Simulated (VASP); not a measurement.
# SiSn4 (I4/m) in VASP: single point with PBE

Aim: the single point of SiSn4 with PBE.

Everything below comes from runs of VASP 6.6.1. Logs are shortened: lines on timing, memory, paths and dates and some standing lists are left out, and cuts for length are marked.

### 1 The cell of the first run

It takes space group I4/m (No. 87, tetragonal). Conventional cell: a = 7.387 Å, b = 7.387 Å, c = 4.672 Å, α = 90.00°, β = 90.00°, γ = 90.00°. Si (site symmetry 4/m) has 12 Sn at 3.30 Å within 4.3 Å. Sn (site symmetry m) has 9 Sn at 3.30 Å and 3 Si at 3.30 Å within 4.3 Å.

### 2 Single point, PBE

The input, INCAR:

```
PREC     = Accurate       # precision mode
ENCUT    = 500            # plane-wave cutoff, eV
EDIFF    = 1E-6           # SCF threshold, eV
ISMEAR   = 0              # smearing method
SIGMA    = 0.1            # smearing width, eV
LREAL    = F              # projectors in reciprocal space
LASPH    = T              # aspherical terms in the spheres
NELM     = 120            # most SCF steps
ALGO     = Normal         # electronic algorithm
ISIF     = 2              # what is computed and relaxed
LWAVE    = F              # write WAVECAR
LCHARG   = F              # write CHGCAR
GGA      = PE             # functional
NBANDS   = 38             # bands
GGA_COMPAT= F
```

The input, KPOINTS:

```
Automatic mesh
0
Gamma
  4 4 4
```

The input, POSCAR:

```
SiSn4
1.0
   -3.6936285900      3.6936285900      2.3360558400
    3.6936285900     -3.6936285900      2.3360558400
    3.6936285900      3.6936285900     -2.3360558400
Si Sn
1 4
Direct
    0.5000000000      0.5000000000      0.0000000000
    0.1000000000      0.7000000000      0.8000000000
    0.9000000000      0.3000000000      0.2000000000
    0.7000000000      0.9000000000      0.6000000000
    0.3000000000      0.1000000000      0.4000000000
```

Potentials or basis: VASP PAW PBE potentials, release 64 (Si, Sn_d).

On the command line:

```sh
> cat potpaw_PBE.64/Si/POTCAR potpaw_PBE.64/Sn_d/POTCAR > POTCAR
> mpirun -np 1 vasp_std > vasp.out
```

OUTCAR:

```text
PREC = Accurate
   ENCUT = 500
   EDIFF = 1E-6
   ISMEAR = 0
   LREAL = F
   LASPH = T
   NELM = 120
   ISIF = 2
   GGA = PE

 ion  position               nearest neighbor table
   1  0.500  0.500  0.000-   4 3.30   5 3.30   3 3.30   2 3.30   4 3.30   5 3.30   5 3.30   4 3.30
                             2 3.30   3 3.30   3 3.30   2 3.30
   2  0.100  0.700  0.800-   4 3.30   3 3.30   1 3.30   5 3.30   5 3.30   1 3.30   3 3.30   4 3.30
                             1 3.30   5 3.30   4 3.30   3 3.30
   3  0.900  0.300  0.200-   5 3.30   2 3.30   1 3.30   4 3.30   4 3.30   1 3.30   5 3.30   2 3.30
                             4 3.30   1 3.30   5 3.30   2 3.30
   4  0.700  0.900  0.600-   2 3.30   1 3.30   3 3.30   5 3.30   5 3.30   5 3.30   1 3.30   1 3.30
                             3 3.30   2 3.30   3 3.30   2 3.30
   5  0.300  0.100  0.400-   3 3.30   1 3.30   2 3.30   4 3.30   4 3.30   4 3.30   1 3.30   1 3.30
                             2 3.30   3 3.30   2 3.30   3 3.30

  LATTYP: Found a body centered tetragonal cell.
 ALAT       =     7.3872571800
 C/A-ratio  =     0.6324555334

  Lattice vectors:

 A1 = (  -3.6936285900,   3.6936285900,   2.3360558400)
 A2 = (   3.6936285900,  -3.6936285900,   2.3360558400)
 A3 = (   3.6936285900,   3.6936285900,  -2.3360558400)

Analysis of symmetry for initial positions (statically):
=====================================================================
 Subroutine PRICEL returns:
 Original cell was already a primitive cell.

 Routine SETGRP: Setting up the symmetry group for a
 body centered tetragonal supercell.

 Subroutine GETGRP returns: Found  8 space group operations
 (whereof  8 operations were pure point group operations)
 out of a pool of 16 trial point group operations.

The static configuration has the point symmetry C_4h.

Analysis of symmetry for dynamics (positions and initial velocities):
=====================================================================
 Subroutine PRICEL returns:
 Original cell was already a primitive cell.

 Routine SETGRP: Setting up the symmetry group for a
 body centered tetragonal supercell.

 Subroutine GETGRP returns: Found  8 space group operations
 (whereof  8 operations were pure point group operations)
 out of a pool of 16 trial point group operations.

The dynamic configuration has the point symmetry C_4h.

 Subroutine INISYM returns: Found  8 space group operations
 (whereof  8 operations are pure point group operations),
 and found     1 'primitive' translations
[... 90 lines left out ...]
   EDIFF  = 0.1E-05   stopping-criterion for ELM
   LREAL  =      F    real-space projection
   EDIFFG = 0.1E-04   stopping-criterion for IOM
   NSW    =      0    number of steps for IOM
   IBRION =     -1    ionic relax: 0-MD 1-quasi-New 2-CG
   NFREE  =      0    steps in history (QN), initial steepest desc. (CG)
   ISIF   =      2    stress and relaxation
   ISYM   =      2    0-nonsym 1-usesym 2-fastsym
   POTIM  = 0.5000    time-step for ionic-motion
   TEBEG  =    0.0;   TEEND  =   0.0 temperature during run
   PSTRESS=    0.0 pullay stress
   NELECT =      60.0000    total number of electrons
   NUPDOWN=      -1.0000    fix difference up-down
   EMIN   =  10.00;   EMAX   =-10.00  energy-range for DOS
   EFERMI =   0.00;   METHOD = LEGACY
   ISMEAR =     0;   SIGMA  =   0.10  broadening in eV -4-tet -1-fermi 0-gaus
   EFERMI_NEDOS =   21; number of points for ismear=-14 and -15
   IALGO  =     38    algorithm
   IMIX   =      4    mixing-type and parameters
     AMIX     =   0.40;   BMIX     =  1.00
     AMIX_MAG =   1.60;   BMIX_MAG =  1.00
  volume/ion in A,a.u.               =      25.50       172.06
  Fermi-wavevector in a.u.,A,eV,Ry     =   1.273431  2.406435 22.063562  1.621626
  Thomas-Fermi vector in A             =   2.406255
   LORBIT       =      0    0 simple, 1 ext, 2 COOP (PROOUT), +10 PAW based schemes
   GGA     = PE    functional components
   LHFCALC =     F    Hartree Fock is set to
   AEXX    =    0.0000 exact exchange contribution
   IVDW    =     0    specifies the selected vdW correction
   LEPSILON=     F    determine dielectric tensor
   LRPA    =     F    only Hartree local field effects (RPA)
 non-spin polarized calculation
 Gauss-broadening in eV      SIGMA  =   0.10
  energy-cutoff  :      500.00
  volume of cell :      127.48
 maximum number of plane-waves:      3269
 NGX is ok and might be reduce to    42
   NGX = 21   NGY = 21   NGZ = 21

 number of electron      60.0000001 magnetization

 Free energy of the ion-electron system (eV)
  ---------------------------------------------------
  ext. energy  EPLUGINS =         0.00000000
  ---------------------------------------------------
  free energy    TOTEN  =       -19.20162897 eV

  energy without entropy =      -19.17448745  energy(sigma->0) =      -19.18805821

 E-fermi :   8.0008     XC(G=0): -10.3431

 val. band max:        7.9803502066   @ k =   0.2500   0.2500  -0.0000
 cond. band min:       8.0291613686   @ k =   0.5000   0.0000  -0.0000
 fundamental gap:      0.0488111621
 Fermi energy:         8.0008444949

 k-point     1 :       0.0000    0.0000    0.0000
  band No.  band energies     occupation
      1     -13.6310      2.00000
      2     -13.6310      2.00000
      3     -13.6257      2.00000
      4     -13.6240      2.00000
      5     -13.6199      2.00000
      6     -13.6199      2.00000
[... 563 lines left out ...]
     37      11.4570      0.00000
     38      11.4602      0.00000

------------------------ aborting loop because EDIFF is reached ----------------------------------------

  FORCE on cell =-STRESS in cart. coord.  units (eV):
  Direction    XX          YY          ZZ          XY          YZ          ZX
  --------------------------------------------------------------------------------------
  -------------------------------------------------------------------------------------
  Total        0.3450006      0.3450006      0.3912960      0.0000000      0.0000000      0.0000000
  in kB        4.3359157      4.3359157      4.9177485      0.0000005      0.0000000      0.0000000
  external PRESSURE =       4.5298599 kB  Pullay stress =       0.0000000 kB

 VOLUME and BASIS-vectors are now :
 -----------------------------------------------------------------------------
  energy-cutoff  :      500.00
  volume of cell :      127.48
      direct lattice vectors                 reciprocal lattice vectors
    -3.693628590  3.693628590  2.336055840     0.000000000  0.135368240  0.214035980
     3.693628590 -3.693628590  2.336055840     0.135368240  0.000000000  0.214035980
     3.693628590  3.693628590 -2.336055840     0.135368240  0.135368240  0.000000000

 POSITION                                       TOTAL-FORCE (eV/Angst)
 -----------------------------------------------------------------------------------
      0.00000      0.00000      2.33606        -0.000000      0.000000      0.000000
      5.17108      0.73873      0.00000         0.209044      0.031413     -0.000000
     -1.47745      2.95490      2.33606        -0.209044     -0.031413      0.000000
      2.95490      1.47745      2.33606        -0.031413      0.209044     -0.000000
      0.73873      2.21618     -0.00000         0.031413     -0.209044      0.000000
 -----------------------------------------------------------------------------------
    total drift:                                0.000000     -0.000000      0.000000

  FREE ENERGIE OF THE ION-ELECTRON SYSTEM (eV)
  ---------------------------------------------------
  free  energy   TOTEN  =       -19.2016289709 eV

  energy  without entropy=      -19.1744874505  energy(sigma->0) =      -19.18805821
```

OSZICAR:

```text
N       E                     dE             d eps       ncg     rms          rms(c)
DAV:   1     0.587763636653E+03    0.58776E+03   -0.29081E+04  1100   0.232E+03
DAV:   2     0.624312701458E+02   -0.52533E+03   -0.51510E+03  1064   0.589E+02
DAV:   3    -0.153531800308E+02   -0.77784E+02   -0.76212E+02  1180   0.193E+02
DAV:   4    -0.191710562609E+02   -0.38179E+01   -0.37438E+01  1226   0.457E+01
DAV:   5    -0.192950654982E+02   -0.12401E+00   -0.12391E+00  1374   0.824E+00    0.303E+00
DAV:   6    -0.192190301463E+02    0.76035E-01   -0.18424E-01  1404   0.321E+00    0.171E+00
DAV:   7    -0.192038853927E+02    0.15145E-01   -0.52977E-02  1240   0.170E+00    0.512E-01
DAV:   8    -0.192017596520E+02    0.21257E-02   -0.39081E-03  1466   0.391E-01    0.101E-01
DAV:   9    -0.192016177429E+02    0.14191E-03   -0.42867E-04  1212   0.153E-01    0.450E-02
DAV:  10    -0.192016300979E+02   -0.12355E-04   -0.72036E-05  1334   0.796E-02    0.138E-02
DAV:  11    -0.192016298590E+02    0.23886E-06   -0.10639E-05  1340   0.291E-02    0.368E-03
DAV:  12    -0.192016289709E+02    0.88811E-06   -0.76067E-07   738   0.611E-03
   1 F= -.19201629E+02 E0= -.19188058E+02  d E =-.271415E-01
```

It took 82 s on 1 thread of Oxide Virtual Turin-like, shared host; peak memory 0.23 GiB.

What came out:

| Quantity | Value |
| --- | --- |
| Free energy | -19.2016 eV |
| Pressure | 0.5 GPa |
| Largest force | 0.211 eV/Å |
| Band gap on the k mesh | zero (bands 30 and 31 overlap by 3.62 eV) |

Forces in eV/Å, atoms in the order of the input:
```
Si   0.000  0.000  0.000
Sn   0.209  0.031  0.000
Sn  -0.209 -0.031  0.000
Sn  -0.031  0.209  0.000
Sn   0.031 -0.209  0.000
```

Levels at points of the mesh, in eV from the Fermi level:
```
           k point  band 27  band 28  band 29  band 30  band 31  band 32  band 33  band 34
(0.00, 0.00, 0.00)    -1.60    -1.55    -1.55    -0.89    -0.72    -0.72    -0.68     1.11
(0.50, 0.00, 0.00)    -2.71    -2.56    -0.16    -0.15     0.03     0.04     2.47     2.73
(0.50, 0.50, 0.00)    -2.24    -2.17    -1.99    -1.97     1.59     2.02     2.10     2.24
(0.50, 0.50, 0.50)     0.61     0.81     0.81     1.11     1.47     2.06     2.06     2.12
```

Caveat: the k points lie up to 0.40 Å⁻¹ apart, too coarse for converged energies and pressures of a metal; spin-orbit coupling is left out, which moves the levels of the heavy elements.

The gap in the log of VASP goes by the Fermi energy; the results here count the filled bands.